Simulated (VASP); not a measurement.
# Al (I4/mmm) in VASP: a series of runs

Runs on Al. Level: PBE. Tasks: single point.

All numbers are computed with VASP 6.6.1; they aren't measurements. Logs are shortened: lines on timing, memory, paths and dates and some standing lists are left out, and cuts for length are marked.

## Step 1: The cell of the first run

The structure is tetragonal, space group I4/mmm (No. 139). The conventional cell has a = 2.862 Å, b = 2.862 Å, c = 4.109 Å, α = 90.00°, β = 90.00°, γ = 90.00°. Al (site symmetry 4/mmm) has 12 Al at 2.86 to 2.88 Å within 3.8 Å.

## Step 2: Single point, PBE (strain +0.0150 x Voigt [0, 1, 0, 0, 0, 0])

INCAR

```
SYSTEM = Al
PREC = Accurate
ENCUT = 520
EDIFF = 1E-7
ISMEAR = 0
SIGMA = 0.15
LREAL = .FALSE.
LASPH = .TRUE.
NELM = 80
ALGO = Normal
ISIF = 2
LWAVE = .FALSE.
LCHARG = .FALSE.
GGA = PE
NBANDS = 8
```

KPOINTS

```
Automatic mesh
0
G
  20 20 20
  0 0 0
```

POSCAR

```
Al
1.0
    0.0000000000      2.0543397000      2.0239800000
    2.0239800000      0.0000000000      2.0239800000
    2.0239800000      2.0543397000      0.0000000000
Al
1
Direct
    0.0000000000      0.0000000000      0.0000000000
```

Potentials or basis: VASP PAW PBE potentials, release 64 (Al).

The run is started by

```bash
> cat potpaw_PBE.64/Al/POTCAR > POTCAR
> mpirun -np 1 vasp_std > vasp.out
```

OUTCAR:

```text
SYSTEM = Al
   PREC = Accurate
   ENCUT = 520
   EDIFF = 1E-7
   ISMEAR = 0
   LREAL = .FALSE.
   LASPH = .TRUE.
   NELM = 80
   ISIF = 2
   GGA = PE

 ion  position               nearest neighbor table
   1  0.000  0.000  0.000-

  LATTYP: Found a body centered tetragonal cell.
 ALAT       =     2.8623399660
 C/A-ratio  =     1.4354267658

  Lattice vectors:

 A1 = (   0.0000000000,  -2.0543397000,   2.0239800000)
 A2 = (   0.0000000000,  -2.0543397000,  -2.0239800000)
 A3 = (   2.0239800000,   2.0543397000,   0.0000000000)

Analysis of symmetry for initial positions (statically):
=====================================================================
 Subroutine PRICEL returns:
 Original cell was already a primitive cell.

 Routine SETGRP: Setting up the symmetry group for a
 body centered tetragonal supercell.

 Subroutine GETGRP returns: Found 16 space group operations
 (whereof 16 operations were pure point group operations)
 out of a pool of 16 trial point group operations.

The static configuration has the point symmetry D_4h.

Analysis of symmetry for dynamics (positions and initial velocities):
=====================================================================
 Subroutine PRICEL returns:
 Original cell was already a primitive cell.

 Routine SETGRP: Setting up the symmetry group for a
 body centered tetragonal supercell.

 Subroutine GETGRP returns: Found 16 space group operations
 (whereof 16 operations were pure point group operations)
 out of a pool of 16 trial point group operations.

The dynamic configuration has the point symmetry D_4h.

 Subroutine INISYM returns: Found 16 space group operations
 (whereof 16 operations are pure point group operations),
 and found     1 'primitive' translations

----------------------------------------------------------------------------------------

                                     Primitive cell

  volume of cell :      16.8312

  direct lattice vectors                    reciprocal lattice vectors
     0.000000000  2.054339700  2.023980000    -0.247038014  0.243387206  0.247038014
     2.023980000  0.000000000  2.023980000     0.247038014 -0.243387206  0.247038014
     2.023980000  2.054339700  0.000000000     0.247038014  0.243387206 -0.247038014

  length of vectors
     2.883887419  2.862339966  2.883887419     0.425785031  0.425785031  0.425785031

  position of ions in fractional coordinates (direct lattice)
     0.000000000  0.000000000  0.000000000

  ion indices of the primitive-cell ions
   primitive index   ion index
                 1           1

[... 78 lines left out ...]
   ISYM   =      2    0-nonsym 1-usesym 2-fastsym
   POTIM  = 0.5000    time-step for ionic-motion
   TEBEG  =    0.0;   TEEND  =   0.0 temperature during run
   PSTRESS=    0.0 pullay stress
   NELECT =       3.0000    total number of electrons
   NUPDOWN=      -1.0000    fix difference up-down
   EMIN   =  10.00;   EMAX   =-10.00  energy-range for DOS
   EFERMI =   0.00;   METHOD = LEGACY
   ISMEAR =     0;   SIGMA  =   0.15  broadening in eV -4-tet -1-fermi 0-gaus
   EFERMI_NEDOS =   21; number of points for ismear=-14 and -15
   IALGO  =     38    algorithm
   IMIX   =      4    mixing-type and parameters
     AMIX     =   0.40;   BMIX     =  1.00
     AMIX_MAG =   1.60;   BMIX_MAG =  1.00
  volume/ion in A,a.u.               =      16.83       113.58
  Fermi-wavevector in a.u.,A,eV,Ry     =   0.921320  1.741042 11.549033  0.848830
  Thomas-Fermi vector in A             =   2.046723
   LORBIT       =      0    0 simple, 1 ext, 2 COOP (PROOUT), +10 PAW based schemes
   GGA     = PE    functional components
   LHFCALC =     F    Hartree Fock is set to
   AEXX    =    0.0000 exact exchange contribution
   IVDW    =     0    specifies the selected vdW correction
   LEPSILON=     F    determine dielectric tensor
   LRPA    =     F    only Hartree local field effects (RPA)
 non-spin polarized calculation
 Gauss-broadening in eV      SIGMA  =   0.15
  energy-cutoff  :      520.00
  volume of cell :       16.83
 maximum number of plane-waves:       467
 NGX is ok and might be reduce to    24
   NGX = 11   NGY = 11   NGZ = 11

 number of electron       3.0000000 magnetization

 Free energy of the ion-electron system (eV)
  ---------------------------------------------------
  ext. energy  EPLUGINS =         0.00000000
  ---------------------------------------------------
  free energy    TOTEN  =        -3.74589784 eV

  energy without entropy =       -3.74108208  energy(sigma->0) =       -3.74348996

 E-fermi :   7.8348     XC(G=0): -10.1251

 val. band max:        7.8191957579   @ k =  -0.4000   0.4000   0.0000
 cond. band min:       7.8549587001   @ k =   0.2000   0.4500   0.0500
 fundamental gap:      0.0357629422
 Fermi energy:         7.8347800806

 k-point     1 :       0.0000    0.0000    0.0000
  band No.  band energies     occupation
      1      -3.2037      2.00000
      2      20.1989      0.00000
      3      20.3600      0.00000
      4      20.3600      0.00000
      5      21.6329      0.00000
      6      21.6329      0.00000
      7      21.6770      0.00000
      8      24.1198      0.00000
[... 243 lines left out ...]
 k-point    24 :      -0.3500    0.0500    0.0000
  band No.  band energies     occupation
      1       0.4131      2.00000
      2       7.2653      2.00000
      3      17.0877      0.00000
      4      19.2766      0.00000
      5      19.5730      0.00000
      6      20.9276      0.00000
      7      22.5085      0.00000
      8      25.2325      0.00000

 [... further k-points ...]

------------------------ aborting loop because EDIFF is reached ----------------------------------------

  FORCE on cell =-STRESS in cart. coord.  units (eV):
  Direction    XX          YY          ZZ          XY          YZ          ZX
  --------------------------------------------------------------------------------------
  -------------------------------------------------------------------------------------
  Total       -0.1451673     -0.1916968     -0.1451673      0.0000000     -0.0000000      0.0000000
  in kB      -13.8186228    -18.2478095    -13.8186228      0.0000000     -0.0000000      0.0000000
  external PRESSURE =     -15.2950184 kB  Pullay stress =       0.0000000 kB

 VOLUME and BASIS-vectors are now :
 -----------------------------------------------------------------------------
  energy-cutoff  :      520.00
  volume of cell :       16.83
      direct lattice vectors                 reciprocal lattice vectors
     0.000000000  2.054339700  2.023980000    -0.247038014  0.243387206  0.247038014
     2.023980000  0.000000000  2.023980000     0.247038014 -0.243387206  0.247038014
     2.023980000  2.054339700  0.000000000     0.247038014  0.243387206 -0.247038014

 POSITION                                       TOTAL-FORCE (eV/Angst)
 -----------------------------------------------------------------------------------
      0.00000      0.00000      0.00000         0.000000      0.000000      0.000000
 -----------------------------------------------------------------------------------
    total drift:                                0.000000     -0.000000      0.000000

  FREE ENERGIE OF THE ION-ELECTRON SYSTEM (eV)
  ---------------------------------------------------
  free  energy   TOTEN  =        -3.7458978402 eV

  energy  without entropy=       -3.7410820806  energy(sigma->0) =       -3.74348996
```

Wall time 87 s (1 thread of Intel Xeon 8259CL, shared host); peak memory 0.19 GiB.

What came out:

- Free energy: -3.7459 eV
- Pressure: -1.5 GPa
- Band gap on the k mesh: zero (an odd number of electrons rules out a gap without spin polarisation)

Stress tensor (GPa, compression positive):
```
-1.38  0.00  0.00
 0.00 -1.82  0.00
 0.00  0.00 -1.38
```

Caveat: the cell differs from its parent crystal (strain +0.0150 x Voigt [0, 1, 0, 0, 0, 0]).

## Step 3: Single point, PBE (strain +0.0100 x Voigt [0, 1, 0, 0, 0, 0])

INCAR

```
SYSTEM = Al
  ALGO = Fast
  EDIFF = 1E-6
  ENCUT = 520
  GGA = PE
  ISIF = 2
  ISMEAR = 0
  LASPH = .True.
  LCHARG = .True.
  LELF = .True.
  LREAL = .False.
  LVHAR = .True.
  LWAVE = .False.
  NBANDS = 8
  NELM = 60
  PREC = Accurate
  SIGMA = 0.15
```

KPOINTS

```
k-points
0
Gamma
  20 20 20
  0 0 0
```

POSCAR

```
Al
1.0
    0.0000000000      2.0442198000      2.0239800000
    2.0239800000      0.0000000000      2.0239800000
    2.0239800000      2.0442198000      0.0000000000
Al
1
Direct
    0.0000000000      0.0000000000      0.0000000000
```

Potentials or basis: VASP PAW PBE potentials, release 64 (Al).

The run is started by

```bash
> cat potpaw_PBE.64/Al/POTCAR > POTCAR
> mpirun -np 1 vasp_std > vasp.out
```

Wall time 91 s (1 thread of Intel Xeon 8259CL, shared host); peak memory 0.19 GiB.

It converged, with:

| Property | Result |
| --- | --- |
| Free energy | -3.7467 eV |
| Pressure | -1.2 GPa |
| Band gap on the k mesh | zero (an odd number of electrons rules out a gap without spin polarisation) |

Stress tensor (GPa, compression positive):
```
-1.13  0.00  0.00
 0.00 -1.29  0.00
 0.00  0.00 -1.13
```

Levels at points of the mesh, in eV from the Fermi level:
```tsv
k point	band 1	band 2	band 3	band 4	band 5
(0.00, 0.00, 0.00)	-11.07	12.42	12.53	12.53	13.87
(0.50, 0.00, 0.00)	-4.57	-4.40	11.08	11.24	11.33
(0.50, 0.50, 0.00)	-2.88	-1.57	5.18	5.39	5.46
(0.50, 0.00, 0.50)	-3.02	-1.78	5.29	5.60	5.60
```

Caveat: the cell differs from its parent crystal (strain +0.0100 x Voigt [0, 1, 0, 0, 0, 0]).

## Step 4: Single point, PBE (strain +0.0175 x Voigt [0, 1, 0, 0, 0, 0])

INCAR

```
SYSTEM = Al
PREC = Accurate
ENCUT = 520
EDIFF = 1E-6
ISMEAR = 0
SIGMA = 0.15
LREAL = .False.
LASPH = .True.
NELM = 100
ALGO = Normal
ISIF = 2
LWAVE = .False.
LCHARG = .False.
GGA = PE
NBANDS = 8
```

KPOINTS

```
Automatic mesh
0
Gamma
  20 20 20
  0 0 0
```

POSCAR

```
Al
1.0
    0.0000000000      2.0593996500      2.0239800000
    2.0239800000      0.0000000000      2.0239800000
    2.0239800000      2.0593996500      0.0000000000
Al
1
Direct
    0.0000000000      0.0000000000      0.0000000000
```

The run is started by

```bash
> cat potpaw_PBE.64/Al/POTCAR > POTCAR
> mpirun -np 1 vasp_std > vasp.out
```

Wall time 78 s (1 thread of Intel Xeon 8259CL, shared host); peak memory 0.19 GiB.

It converged, with:

```yaml
Free_energy: -3.7454 eV
Pressure: -1.7 GPa
Band_gap_on_the_k_mesh: zero (an odd number of electrons rules out a gap without spin polarisation)
```

Stress tensor (GPa, compression positive):
```
-1.49  0.00  0.00
 0.00 -2.12  0.00
 0.00  0.00 -1.49
```

Levels at points of the mesh, in eV from the Fermi level:
```csv
k point,band 1,band 2,band 3,band 4
"(0.00, 0.00, 0.00)",-11.02,12.33,12.52,12.52
"(0.50, 0.00, 0.00)",-4.54,-4.39,10.91,11.12
"(0.50, 0.50, 0.00)",-2.83,-1.52,5.15,5.29
"(0.50, 0.00, 0.50)",-3.07,-1.87,5.34,5.66
```

Caveat: the cell differs from its parent crystal (strain +0.0175 x Voigt [0, 1, 0, 0, 0, 0]).

## Step 5: Single point, PBE (strain +0.0200 x Voigt [0, 1, 0, 0, 0, 0])

INCAR

```
  PREC = Accurate
  ENCUT = 520
  EDIFF = 1E-6
  ISMEAR = 0
  SIGMA = 0.15
  LREAL = F
  LASPH = T
  NELM = 100
  ALGO = Normal
  ISIF = 2
  LWAVE = F
  LCHARG = F
  GGA = PE
  NBANDS = 8
```

KPOINTS

```
regular mesh
0
Gamma
  20 20 20
```

POSCAR

```
Al
1.0
    0.0000000000      2.0644596000      2.0239800000
    2.0239800000      0.0000000000      2.0239800000
    2.0239800000      2.0644596000      0.0000000000
Al
1
Direct
    0.0000000000      0.0000000000      0.0000000000
```

Potentials or basis: VASP PAW PBE potentials, release 64 (Al).

The run is started by

```bash
> cat potpaw_PBE.64/Al/POTCAR > POTCAR
> mpirun -np 1 vasp_std > vasp.out
```

OUTCAR:

```text
PREC = Accurate
   ENCUT = 520
   EDIFF = 1E-6
   ISMEAR = 0
   LREAL = F
   LASPH = T
   NELM = 100
   ISIF = 2
   GGA = PE

 ion  position               nearest neighbor table
   1  0.000  0.000  0.000-

  LATTYP: Found a body centered tetragonal cell.
 ALAT       =     2.8623399660
 C/A-ratio  =     1.4424978336

  Lattice vectors:

 A1 = (   0.0000000000,  -2.0644596000,   2.0239800000)
 A2 = (   0.0000000000,  -2.0644596000,  -2.0239800000)
 A3 = (   2.0239800000,   2.0644596000,   0.0000000000)

[... 442 lines left out ...]
      8      25.1789      0.00000

 [... further k-points ...]

------------------------ aborting loop because EDIFF is reached ----------------------------------------

  FORCE on cell =-STRESS in cart. coord.  units (eV):
  Direction    XX          YY          ZZ          XY          YZ          ZX
  --------------------------------------------------------------------------------------
  -------------------------------------------------------------------------------------
  Total       -0.1692726     -0.2550020     -0.1692726      0.0000000      0.0000000      0.0000000
  in kB      -16.0342462    -24.1549025    -16.0342462      0.0000000      0.0000000      0.0000000
  external PRESSURE =     -18.7411316 kB  Pullay stress =       0.0000000 kB

 VOLUME and BASIS-vectors are now :
 -----------------------------------------------------------------------------
  energy-cutoff  :      520.00
  volume of cell :       16.91
      direct lattice vectors                 reciprocal lattice vectors
     0.000000000  2.064459600  2.023980000    -0.247038014  0.242194132  0.247038014
     2.023980000  0.000000000  2.023980000     0.247038014 -0.242194132  0.247038014
     2.023980000  2.064459600  0.000000000     0.247038014  0.242194132 -0.247038014

 POSITION                                       TOTAL-FORCE (eV/Angst)
 -----------------------------------------------------------------------------------
      0.00000      0.00000      0.00000         0.000000      0.000000     -0.000000
 -----------------------------------------------------------------------------------
    total drift:                                0.000000      0.000000     -0.000000

  FREE ENERGIE OF THE ION-ELECTRON SYSTEM (eV)
  ---------------------------------------------------
  free  energy   TOTEN  =        -3.7448045446 eV

  energy  without entropy=       -3.7399704828  energy(sigma->0) =       -3.74238751
```

OSZICAR:

```text
N       E                     dE             d eps       ncg     rms          rms(c)
DAV:   1    -0.232036952129E+01   -0.23204E+01   -0.84690E+02 10288   0.202E+02
DAV:   2    -0.375983358460E+01   -0.14395E+01   -0.13990E+01 14408   0.187E+01
DAV:   3    -0.376700800959E+01   -0.71744E-02   -0.71657E-02 13360   0.146E+00
DAV:   4    -0.376702571573E+01   -0.17706E-04   -0.17705E-04 15960   0.634E-02
DAV:   5    -0.376702575593E+01   -0.40201E-07   -0.40813E-07 13576   0.172E-03    0.126E+00
DAV:   6    -0.375416886615E+01    0.12857E-01   -0.17909E-03 13544   0.201E-01    0.734E-01
DAV:   7    -0.374481237913E+01    0.93565E-02   -0.53423E-03 13280   0.325E-01    0.143E-01
DAV:   8    -0.374480640666E+01    0.59725E-05   -0.13896E-05 14656   0.267E-02    0.694E-03
DAV:   9    -0.374480494437E+01    0.14623E-05   -0.88343E-07 14776   0.406E-03    0.718E-04
DAV:  10    -0.374480454464E+01    0.39973E-06   -0.39138E-09  9248   0.435E-04
   1 F= -.37448045E+01 E0= -.37423875E+01  d E =-.483406E-02
```

It took 72 s on 1 thread of Intel Xeon 8259CL, shared host; peak memory 0.19 GiB.

What came out:

- Free energy: -3.7448 eV
- Pressure: -1.9 GPa
- Band gap on the k mesh: zero (an odd number of electrons rules out a gap without spin polarisation)

Caveat: the cell differs from its parent crystal (strain +0.0200 x Voigt [0, 1, 0, 0, 0, 0]).

## Step 6: The runs side by side

```csv
cell,gap on the mesh (eV),pressure (GPa)
"a = 2.884, b = 2.862 Å, angles 60.2, 59.5, 60.2°, 1 atom",none,-1.5
"a = 2.877, b = 2.862 Å, angles 60.2, 59.7, 60.2°, 1 atom",none,-1.2
"a = 2.887, b = 2.862 Å, angles 60.3, 59.4, 60.3°, 1 atom",none,-1.7
"a = 2.891, b = 2.862 Å, angles 60.3, 59.3, 60.3°, 1 atom",none,-1.9
```

Alike in all rows: task single point; level PBE; potentials or basis VASP PAW PBE potentials, release 64 (Al); no spin polarisation; k mesh 20 × 20 × 20; cutoff (eV) 520; smearing gaussian 0.15 eV.

Absolute energies hang on the potentials; compare differences alone.

The gap in the log of VASP goes by the Fermi energy; the results here count the filled bands.